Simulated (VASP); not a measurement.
# Cl (Cmce) in VASP: notebook

Cl is run at these levels: PBEsol; tasks: single point.

Everything below comes from runs of VASP 6.6.1. Logs are shortened: lines on timing, memory, paths and dates and some standing lists are left out, and cuts for length are marked.

## (1) The cell of the first run

It takes space group Cmce (No. 64, orthorhombic). Conventional cell: a = 6.048 Å, b = 4.183 Å, c = 7.926 Å, α = 90.00°, β = 90.00°, γ = 90.00°. Cl (site symmetry m) has 3 Cl at 2.38 to 2.76 Å within 3.1 Å.

## (2) Single point, PBEsol (I replaced by Cl, lengths x 0.840, strained)

INCAR

```
SYSTEM = Cl
  PREC = Accurate
  ENCUT = 520
  EDIFF = 1E-6
  ISMEAR = 0
  SIGMA = 0.02
  LREAL = .FALSE.
  LASPH = .TRUE.
  NELM = 80
  ALGO = Normal
  ISIF = 2
  LWAVE = .FALSE.
  LCHARG = .TRUE.
  GGA = PS
  LELF = .TRUE.
  LVHAR = .TRUE.
  NBANDS = 22
```

KPOINTS

```
regular mesh
0
G
  10 10 6
  0 0 0
```

POSCAR

```
Cl
1.0
    3.0238806596     -2.0916479928      0.0000000000
    3.0238806596      2.0916479928      0.0000000000
    0.0000000000      0.0000000000      7.9258639770
Cl
4
Direct
    0.8833348114      0.1166651886      0.1366550647
    0.6166651886      0.3833348114      0.6366550647
    0.1166651886      0.8833348114      0.8633449353
    0.3833348114      0.6166651886      0.3633449353
```

Potentials or basis: VASP PAW PBE potentials, release 64 (Cl).

Run with:

```bash
> cat potpaw_PBE.64/Cl/POTCAR > POTCAR
> mpirun -np 1 vasp_std > vasp.out
```

OUTCAR:

```text
SYSTEM = Cl
   PREC = Accurate
   ENCUT = 520
   EDIFF = 1E-6
   ISMEAR = 0
   LREAL = .FALSE.
   LASPH = .TRUE.
   NELM = 80
   ISIF = 2
   GGA = PS

 ion  position               nearest neighbor table
   1  0.883  0.117  0.137-   3 2.38
   2  0.617  0.383  0.637-   4 2.38
   3  0.117  0.883  0.863-   1 2.38
   4  0.383  0.617  0.363-   2 2.38

  LATTYP: Found a base centered orthorhombic cell.
 ALAT       =     4.1832959856
 B/A-ratio  =     1.4456929034
 C/A-ratio  =     1.8946457540

  Lattice vectors:

 A1 = (  -3.0238806596,  -2.0916479928,   0.0000000000)
 A2 = (   3.0238806596,  -2.0916479928,   0.0000000000)
 A3 = (   0.0000000000,   0.0000000000,   7.9258639770)

Analysis of symmetry for initial positions (statically):
=====================================================================
 Subroutine PRICEL returns:
 Original cell was already a primitive cell.

 Routine SETGRP: Setting up the symmetry group for a
 base centered orthorhombic supercell.

 Subroutine GETGRP returns: Found  8 space group operations
 (whereof  4 operations were pure point group operations)
 out of a pool of  8 trial point group operations.

The static configuration has the point symmetry C_2h.
 The point group associated with its full space group is D_2h.

Analysis of symmetry for dynamics (positions and initial velocities):
=====================================================================
 Subroutine PRICEL returns:
 Original cell was already a primitive cell.

 Routine SETGRP: Setting up the symmetry group for a
 base centered orthorhombic supercell.

 Subroutine GETGRP returns: Found  8 space group operations
 (whereof  4 operations were pure point group operations)
 out of a pool of  8 trial point group operations.

The dynamic configuration has the point symmetry C_2h.
 The point group associated with its full space group is D_2h.

 Subroutine INISYM returns: Found  8 space group operations
 (whereof  4 operations are pure point group operations),
 and found     1 'primitive' translations

----------------------------------------------------------------------------------------

                                     Primitive cell

  volume of cell :     100.2605

  direct lattice vectors                    reciprocal lattice vectors
     3.023880660 -2.091647993  0.000000000     0.165350441 -0.239045959  0.000000000
     3.023880660  2.091647993  0.000000000     0.165350441  0.239045959  0.000000000
     0.000000000  0.000000000  7.925863977     0.000000000  0.000000000  0.126169210

  length of vectors
     3.676798277  3.676798277  7.925863977     0.290660865  0.290660865  0.126169210

  position of ions in fractional coordinates (direct lattice)
     0.883334811  0.116665189  0.136655065
     0.616665189  0.383334811  0.636655065
     0.116665189  0.883334811  0.863344935
     0.383334811  0.616665189  0.363344935

  ion indices of the primitive-cell ions
   primitive index   ion index
                 1           1
                 2           2
                 3           3
                 4           4

----------------------------------------------------------------------------------------

 KPOINTS: regular mesh

Automatic generation of k-mesh.
 Grid dimensions read from file:
 generate k-points for:   10   10    6

 Generating k-lattice:

  Cartesian coordinates                     Fractional coordinates (reciprocal lattice)
     0.016535044 -0.023904596  0.000000000     0.100000000  0.000000000  0.000000000
     0.016535044  0.023904596  0.000000000     0.000000000  0.100000000  0.000000000
     0.000000000  0.000000000  0.021028202     0.000000000  0.000000000  0.166666667

  Length of vectors
     0.029066087  0.029066087  0.021028202

  Shift w.r.t. Gamma in fractional coordinates (k-lattice)
     0.000000000  0.000000000  0.000000000

 Subroutine IBZKPT returns following result:
 ===========================================

 Found    124 irreducible k-points:

 Following reciprocal coordinates:
            Coordinates               Weight
  0.000000  0.000000  0.000000      1.000000
  0.100000  0.000000  0.000000      4.000000
  0.200000  0.000000  0.000000      4.000000
  0.300000  0.000000  0.000000      4.000000
  0.400000  0.000000  0.000000      4.000000
  0.500000  0.000000  0.000000      2.000000
[... 16 lines left out ...]
  0.300000  0.300000  0.000000      2.000000
  0.400000  0.300000  0.000000      4.000000
 [... further k-points ...]
   k-points           NKPTS =    124   k-points in BZ     NKDIM =    124   number of bands    NBANDS=     22
   number of dos      NEDOS =    301   number of ions     NIONS =      4
   total plane-waves  NPLWV =  47040
   dimension x,y,z NGX =    28 NGY =   28 NGZ =   60
   dimension x,y,z NGXF=    56 NGYF=   56 NGZF=  120
   ions per type =               4
   NGX,Y,Z   is equivalent  to a cutoff of  12.66, 12.66, 12.59 a.u.
   NGXF,Y,Z  is equivalent  to a cutoff of  25.32, 25.32, 25.17 a.u.
 SYSTEM =  Cl
   PREC   = accura    normal or accurate (medium, high low for compatibility)
   ISTART =      0    job   : 0-new  1-cont  2-samecut
   ICHARG =      2    charge: 1-file 2-atom 10-const
   ISPIN  =      1    spin polarized calculation?
   LNONCOLLINEAR =      F non collinear calculations
   LSORBIT =      F    spin-orbit coupling
   LASPH  =      T    aspherical Exc in radial PAW
   ENCUT  =  520.0 eV  38.22 Ry    6.18 a.u.   6.84  6.84 14.74*2*pi/ulx,y,z
   NELM   =     80;   NELMIN=  2; NELMDL= -5     # of ELM steps
   EDIFF  = 0.1E-05   stopping-criterion for ELM
   LREAL  =      F    real-space projection
   EDIFFG = 0.1E-04   stopping-criterion for IOM
   NSW    =      0    number of steps for IOM
   IBRION =     -1    ionic relax: 0-MD 1-quasi-New 2-CG
   NFREE  =      0    steps in history (QN), initial steepest desc. (CG)
   ISIF   =      2    stress and relaxation
   ISYM   =      2    0-nonsym 1-usesym 2-fastsym
   POTIM  = 0.5000    time-step for ionic-motion
   TEBEG  =    0.0;   TEEND  =   0.0 temperature during run
   PSTRESS=    0.0 pullay stress
   NELECT =      28.0000    total number of electrons
   NUPDOWN=      -1.0000    fix difference up-down
   EMIN   =  10.00;   EMAX   =-10.00  energy-range for DOS
   EFERMI =   0.00;   METHOD = LEGACY
   ISMEAR =     0;   SIGMA  =   0.02  broadening in eV -4-tet -1-fermi 0-gaus
   EFERMI_NEDOS =   21; number of points for ismear=-14 and -15
   IALGO  =     38    algorithm
   IMIX   =      4    mixing-type and parameters
     AMIX     =   0.40;   BMIX     =  1.00
     AMIX_MAG =   1.60;   BMIX_MAG =  1.00
  volume/ion in A,a.u.               =      25.07       169.15
  Fermi-wavevector in a.u.,A,eV,Ry     =   1.070083  2.022164 15.579734  1.145078
  Thomas-Fermi vector in A             =   2.205782
   LORBIT       =      0    0 simple, 1 ext, 2 COOP (PROOUT), +10 PAW based schemes
   GGA     = PS    functional components
   LHFCALC =     F    Hartree Fock is set to
   AEXX    =    0.0000 exact exchange contribution
   IVDW    =     0    specifies the selected vdW correction
   LEPSILON=     F    determine dielectric tensor
   LRPA    =     F    only Hartree local field effects (RPA)
 non-spin polarized calculation
 Gauss-broadening in eV      SIGMA  =   0.02
  energy-cutoff  :      520.00
  volume of cell :      100.26
 maximum number of plane-waves:      2736
   NGX = 13   NGY = 13   NGZ = 29

 number of electron      28.0000010 magnetization

 Free energy of the ion-electron system (eV)
  ---------------------------------------------------
  ext. energy  EPLUGINS =         0.00000000
  ---------------------------------------------------
  free energy    TOTEN  =        -6.96358842 eV

  energy without entropy =       -6.96358842  energy(sigma->0) =       -6.96358842

 E-fermi :   0.7484     XC(G=0):  -8.7431

 val. band max:        0.5823065151   @ k =   0.0000   0.0000   0.0000
 cond. band min:       1.1337821659   @ k =   0.5000   0.5000   0.1667
 fundamental gap:      0.5514756508
 Fermi energy:         0.7484156599

 k-point     1 :       0.0000    0.0000    0.0000
  band No.  band energies     occupation
      1     -15.2149      2.00000
      2     -14.0302      2.00000
      3     -13.6943      2.00000
      4     -11.8942      2.00000
      5      -4.3984      2.00000
      6      -2.9525      2.00000
[... 14 lines left out ...]
     21      10.4760      0.00000
     22      10.5793      0.00000

 k-point     2 :       0.1000    0.0000    0.0000
  band No.  band energies     occupation
      1     -15.1699      2.00000
      2     -14.0349      2.00000
      3     -13.6476      2.00000
      4     -11.9336      2.00000
      5      -4.3951      2.00000
      6      -3.1995      2.00000
[... 14 lines left out ...]
     21      10.6398      0.00000
     22      10.6654      0.00000

 k-point     3 :       0.2000    0.0000    0.0000
  band No.  band energies     occupation
      1     -15.0413      2.00000
      2     -14.0565      2.00000
      3     -13.5125      2.00000
      4     -12.0504      2.00000
      5      -4.4022      2.00000
      6      -3.6720      2.00000
[... 14 lines left out ...]
     21      10.4982      0.00000
     22      10.9695      0.00000
[... 476 lines left out ...]
 k-point    23 :       0.3000    0.3000    0.0000
  band No.  band energies     occupation
      1     -14.9169      2.00000
      2     -13.9023      2.00000
      3     -13.4100      2.00000
      4     -11.9084      2.00000
      5      -4.1949      2.00000
      6      -3.2342      2.00000
[... 14 lines left out ...]
     21      11.1051      0.00000
     22      11.8046      0.00000

 k-point    24 :       0.4000    0.3000    0.0000
  band No.  band energies     occupation
      1     -14.8225      2.00000
      2     -13.8997      2.00000
      3     -13.3146      2.00000
      4     -11.9628      2.00000
      5      -4.1732      2.00000
      6      -3.5212      2.00000
[... 14 lines left out ...]
     21      10.9137      0.00000
     22      11.8050      0.00000

 [... further k-points ...]

------------------------ aborting loop because EDIFF is reached ----------------------------------------

  FORCE on cell =-STRESS in cart. coord.  units (eV):
  Direction    XX          YY          ZZ          XY          YZ          ZX
  --------------------------------------------------------------------------------------
  -------------------------------------------------------------------------------------
  Total        0.9570615     -2.3242268     -6.4105262      0.0000000      0.0000000      0.0000000
  in kB       15.2939823    -37.1414824   -102.4411414      0.0000000      0.0000000      0.0000000
  external PRESSURE =     -41.4295472 kB  Pullay stress =       0.0000000 kB

 VOLUME and BASIS-vectors are now :
 -----------------------------------------------------------------------------
  energy-cutoff  :      520.00
  volume of cell :      100.26
      direct lattice vectors                 reciprocal lattice vectors
     3.023880660 -2.091647993  0.000000000     0.165350441 -0.239045959  0.000000000
     3.023880660  2.091647993  0.000000000     0.165350441  0.239045959  0.000000000
     0.000000000  0.000000000  7.925863977     0.000000000  0.000000000  0.126169210

 POSITION                                       TOTAL-FORCE (eV/Angst)
 -----------------------------------------------------------------------------------
      3.02388     -1.60360      1.08311         0.000000     -0.460872     -1.774796
      3.02388     -0.48805      5.04604         0.000000      0.460872     -1.774796
      3.02388      1.60360      6.84275         0.000000      0.460872      1.774796
      3.02388      0.48805      2.87982         0.000000     -0.460872      1.774796
 -----------------------------------------------------------------------------------
    total drift:                               -0.000000      0.000000     -0.000000

  FREE ENERGIE OF THE ION-ELECTRON SYSTEM (eV)
  ---------------------------------------------------
  free  energy   TOTEN  =        -6.9635884154 eV

  energy  without entropy=       -6.9635884154  energy(sigma->0) =       -6.96358842
```

Wall time 2.7 min (1 thread of Intel Xeon Platinum 8488C (Sapphire Rapids), shared host); peak memory 0.32 GiB.

Results:

| Property | Result |
| --- | --- |
| Free energy | -6.9636 eV |
| Pressure | -4.1 GPa |
| Largest force | 1.834 eV/Å |
| Band gap on the k mesh | 0.55 eV (least direct gap 0.64 eV) |

Forces in eV/Å, atoms in the order of the input:
```
Cl   0.000 -0.461 -1.775
Cl   0.000  0.461 -1.775
Cl   0.000  0.461  1.775
Cl   0.000 -0.461  1.775
```

Levels at points of the mesh, in eV from the valence-band top:
| k point | band 12 | band 13 | band 14 | band 15 | band 16 | band 17 |
| --- | --- | --- | --- | --- | --- | --- |
| (0.00, 0.00, 0.00) | -0.50 | -0.47 | 0.00 | 0.64 | 1.07 | 7.13 |
| (0.50, 0.00, 0.00) | -1.52 | -0.88 | -0.88 | 1.60 | 1.60 | 8.09 |
| (0.50, 0.50, 0.00) | -1.91 | -0.38 | -0.23 | 0.56 | 0.86 | 8.30 |
| (0.00, 0.00, 0.50) | -0.69 | -0.48 | -0.48 | 0.73 | 0.73 | 7.68 |
| (0.50, 0.00, 0.50) | -1.08 | -0.34 | -0.34 | 1.17 | 1.17 | 8.59 |
| (0.50, 0.50, 0.50) | -1.12 | -1.02 | -1.02 | 0.62 | 0.62 | 9.01 |

Caveat: the cell differs from its parent crystal (I replaced by Cl, lengths x 0.840, strained); the stress differs along the axes, from -10 to 2 GPa; semilocal functionals underestimate gaps, and a narrow one can read as zero; this functional lacks dispersion, which holds the molecules together, so the pressure and a relaxed volume are unreliable; the PAW data sets were made with another functional, which shifts forces and pressure a little.

## (3) Single point, PBEsol (I replaced by Cl, lengths x 0.840, strained)

INCAR

```
  PREC = Accurate
  ENCUT = 520
  EDIFF = 1E-6
  ISMEAR = 0
  SIGMA = 0.1
  LREAL = F
  LASPH = T
  NELM = 80
  ALGO = Normal
  ISIF = 2
  LWAVE = F
  LCHARG = T
  GGA = PS
  LELF = T
  LVHAR = T
  NBANDS = 22
```

KPOINTS

```
regular mesh
0
Gamma
  6 6 2
```

POSCAR

```
Cl
1.0
    2.9398433327     -1.9430115479      0.0000000000
    2.9398433327      1.9430115479      0.0000000000
    0.0000000000      0.0000000000      7.9260283373
Cl
4
Direct
    0.8500000000      0.1500000000      0.1170000000
    0.6500000000      0.3500000000      0.6170000000
    0.1500000000      0.8500000000      0.8830000000
    0.3500000000      0.6500000000      0.3830000000
```

Potentials or basis: VASP PAW PBE potentials, release 64 (Cl).

Run with:

```bash
> cat potpaw_PBE.64/Cl/POTCAR > POTCAR
> mpirun -np 1 vasp_std > vasp.out
```

It took 72 s on 1 thread of Oxide Virtual Turin-like, shared host; peak memory 0.17 GiB.

Results (log left out):

* Free energy: -7.6792 eV
* Pressure: -2.9 GPa
* Largest force: 1.321 eV/Å
* Band gap on the k mesh: 1.41 eV (least direct gap 1.55 eV)

Forces on the atoms (eV/Å):
```
Cl   0.000 -0.794 -1.056
Cl   0.000  0.794 -1.056
Cl   0.000  0.794  1.056
Cl   0.000 -0.794  1.056
```

Stress tensor (GPa, compression positive):
```
 2.98  0.00  0.00
 0.00 -3.11  0.00
 0.00  0.00 -8.62
```

Levels at points of the mesh, in eV from the valence-band top:
| k point | band 11 | band 12 | band 13 | band 14 | band 15 | band 16 | band 17 | band 18 |
| --- | --- | --- | --- | --- | --- | --- | --- | --- |
| (0.00, 0.00, 0.00) | -1.22 | -0.61 | -0.10 | -0.03 | 1.51 | 2.31 | 7.72 | 7.84 |
| (0.50, 0.00, 0.00) | -1.45 | -1.45 | -0.49 | -0.49 | 2.35 | 2.35 | 8.11 | 8.11 |
| (0.50, 0.50, 0.00) | -2.21 | -1.61 | -0.79 | -0.32 | 1.41 | 1.95 | 7.68 | 8.60 |
| (0.00, 0.00, 0.50) | -1.13 | -1.13 | -0.06 | -0.06 | 1.77 | 1.77 | 8.09 | 8.09 |
| (0.50, 0.00, 0.50) | -0.86 | -0.86 | 0.00 | 0.00 | 1.80 | 1.80 | 8.59 | 8.59 |
| (0.50, 0.50, 0.50) | -1.40 | -1.40 | -1.14 | -1.14 | 1.55 | 1.55 | 8.83 | 8.83 |

Caveat: the cell differs from its parent crystal (I replaced by Cl, lengths x 0.840, strained); the stress differs along the axes, from -9 to 3 GPa; this functional lacks dispersion, which holds the molecules together, so the pressure and a relaxed volume are unreliable; the PAW data sets were made with another functional, which shifts forces and pressure a little. A k mesh can miss the band edges.

## (4) Single point, PBEsol (I replaced by Cl, lengths x 0.840, strained)

INCAR

```
SYSTEM = Cl
ALGO = Normal
EDIFF = 1E-6
ENCUT = 520
GGA = PS
ISIF = 2
ISMEAR = 0
LASPH = .TRUE.
LCHARG = .FALSE.
LREAL = .FALSE.
LWAVE = .FALSE.
NBANDS = 22
NELM = 80
PREC = Accurate
SIGMA = 0.1
```

KPOINTS

```
k-points
0
G
  6 6 2
  0 0 0
```

POSCAR

```
Cl
1.0
    3.1508053709     -2.0824413168      0.0000000000
    3.1508053709      2.0824413168      0.0000000000
    0.0000000000      0.0000000000      8.4947971131
Cl
4
Direct
    0.8500000000      0.1500000000      0.1170000000
    0.6500000000      0.3500000000      0.6170000000
    0.1500000000      0.8500000000      0.8830000000
    0.3500000000      0.6500000000      0.3830000000
```

Run with:

```bash
> cat potpaw_PBE.64/Cl/POTCAR > POTCAR
> mpirun -np 1 vasp_std > vasp.out
```

Run time: 64 s. Hardware: 1 thread of Oxide Virtual Turin-like, shared host; peak memory 0.19 GiB.

The run converged. Its results:

```yaml
Free_energy: -6.9795 eV
Pressure: -6.9 GPa
Largest_force: 1.909 eV/Å
Band_gap_on_the_k_mesh: 0.94 eV (least direct gap 0.98 eV)
```

Forces on the atoms (eV/Å):
```
Cl   0.000 -1.192 -1.491
Cl   0.000  1.192 -1.491
Cl   0.000  1.192  1.491
Cl   0.000 -1.192  1.491
```

Stress tensor (GPa, compression positive):
```
  0.64   0.00   0.00
  0.00  -6.90   0.00
  0.00   0.00 -14.33
```

Levels at points of the mesh, in eV from the valence-band top:
```csv
k point,band 12,band 13,band 14,band 15,band 16,band 17
"(0.00, 0.00, 0.00)",-0.41,-0.07,0.00,0.98,1.66,7.39
"(0.50, 0.00, 0.00)",-1.03,-0.32,-0.32,1.63,1.63,8.67
"(0.50, 0.50, 0.00)",-1.15,-0.54,-0.20,0.94,1.44,8.46
"(0.00, 0.00, 0.50)",-0.84,-0.03,-0.03,1.25,1.25,7.95
"(0.50, 0.00, 0.50)",-0.58,-0.04,-0.04,1.29,1.29,9.00
"(0.50, 0.50, 0.50)",-0.98,-0.72,-0.72,1.15,1.15,9.23
```

Caveat: the cell differs from its parent crystal (I replaced by Cl, lengths x 0.840, strained); the stress differs along the axes, from -14 to 1 GPa; this functional lacks dispersion, which holds the molecules together, so the pressure and a relaxed volume are unreliable; the PAW data sets were made with another functional, which shifts forces and pressure a little. A k mesh can miss the band edges.

## (5) The runs side by side

| cell | k mesh | smearing | gap on the mesh (eV) | pressure (GPa) | largest force (eV/Å) |
| --- | --- | --- | --- | --- | --- |
| a = 3.677, b = 3.677, c = 7.926 Å, angles 90.0, 90.0, 69.3°, 4 atoms, atomic positions A | 10 × 10 × 6 | gaussian 0.02 eV | 0.55 | -4.1 | 1.83 |
| a = 3.524, b = 3.524, c = 7.926 Å, angles 90.0, 90.0, 66.9°, 4 atoms, atomic positions B | 6 × 6 × 2 | gaussian 0.1 eV | 1.41 | -2.9 | 1.32 |
| a = 3.777, b = 3.777, c = 8.495 Å, angles 90.0, 90.0, 66.9°, 4 atoms, atomic positions B | 6 × 6 × 2 | gaussian 0.1 eV | 0.94 | -6.9 | 1.91 |

Alike in all rows: task single point; level PBEsol; potentials or basis VASP PAW PBE potentials, release 64 (Cl); no spin polarisation; cutoff (eV) 520.

Caveats: this functional lacks dispersion, which holds the molecules together, so the pressure and a relaxed volume are unreliable; the PAW data sets were made with another functional, which shifts forces and pressure a little; the stress differs along the axes, from -10 to 2 GPa (at least some runs); semilocal functionals underestimate gaps, and a narrow one can read as zero (at least some runs); the stress differs along the axes, from -9 to 3 GPa (at least some runs); the stress differs along the axes, from -14 to 1 GPa (at least some runs).

Total energies depend on the potentials used, so only differences within one code and one set of settings carry meaning.
